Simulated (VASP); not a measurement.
A run of VASP 6.6.1 is set up as follows.

Contents of INCAR:

```
SYSTEM = Si
ALGO = Normal ; EDIFF = 1E-6
EDIFFG = -0.002 ; ENCUT = 600
GGA = PS ; IBRION = 2
ISIF = 3 ; ISMEAR = -1
LASPH = .TRUE. ; LCHARG = .FALSE.
LREAL = .FALSE. ; LWAVE = .FALSE.
NELM = 80 ; NSW = 100
PREC = Accurate ; SIGMA = 0.1
```

Contents of KPOINTS:

```
k-points
0
G
  12 12 12
  0 0 0
```

Contents of POSCAR:

```
Si
1.0
    0.0000000000      2.7135600000      2.7135600000
    2.7135600000      0.0000000000      2.7135600000
    2.7135600000      2.7135600000      0.0000000000
Si
2
Direct
    0.2500000000      0.2500000000      0.2500000000
    0.0000000000      0.0000000000      0.0000000000
```

Potentials or basis: VASP PAW PBE potentials, release 64 (Si).

Launch:

```console
$ cat potpaw_PBE.64/Si/POTCAR > POTCAR
$ mpirun -np 1 vasp_std > vasp.out
```

(1) What does it give for the space group after relaxing (to 0.05 Å)?

(2) What does it give for the band gap on the k mesh?

(3) Predict the relaxed cell.

Answers

(1) Fd-3m (No. 227).

(2) 0.46 eV, indirect (least direct gap 2.52 eV).

(3) a = 3.843 Å, b = 3.843 Å, c = 3.843 Å, α = 60.00°, β = 60.00°, γ = 60.00°.
